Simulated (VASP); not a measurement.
Input of a VASP 6.6.1 run:

INCAR

```
ALGO = Normal ; EDIFF = 1E-6
EDIFFG = -0.01 ; ENCUT = 600
GGA = PE ; IBRION = 2
ISIF = 3 ; ISMEAR = 0
LASPH = T ; LCHARG = F
LREAL = F ; LWAVE = F
NELM = 60 ; NSW = 100
PREC = Accurate ; SIGMA = 0.1
```

File KPOINTS:

```
k-points
0
Gamma
  12 12 4
```

Contents of POSCAR:

```
Sn2Te3Se
1.0
    4.7936443900      0.0000000000      0.0000000000
   -2.3968222000      4.1514178200      0.0000000000
    0.0000000000      0.0000000000     10.0953369700
Sn Te Se
2 3 1
Direct
    0.3333333300      0.6666666700      0.2462391900
    0.3333333300      0.6666666700      0.7537608100
    0.6666666700      0.3333333300      0.5000000000
    0.0000000000      0.0000000000      0.0000000000
    0.0000000000      0.0000000000      0.5000000000
    0.6666666700      0.3333333300      0.0000000000
```

Potentials or basis: VASP PAW PBE potentials, release 64 (Sn_d, Te, Se).

Command:

```sh
$ cat potpaw_PBE.64/Sn_d/POTCAR potpaw_PBE.64/Te/POTCAR potpaw_PBE.64/Se/POTCAR > POTCAR
$ mpirun -np 1 vasp_std > vasp.out
```

(1) Predict the space group after relaxing (to 0.1 Å).

(2) Estimate the band gap on the k mesh.

(3) What does it give for the relaxed cell?

## Answers

(1) P-6m2 (No. 187).

(2) zero (bands 26 and 27 overlap by 1.39 eV).

(3) a = 5.782 Å, b = 5.782 Å, c = 6.005 Å, α = 90.00°, β = 90.00°, γ = 120.00°.

Caveat: a cell axis changed by over 15 % at a fixed basis, so the end point is rough; spin-orbit coupling is left out, which moves the levels of the heavy elements.
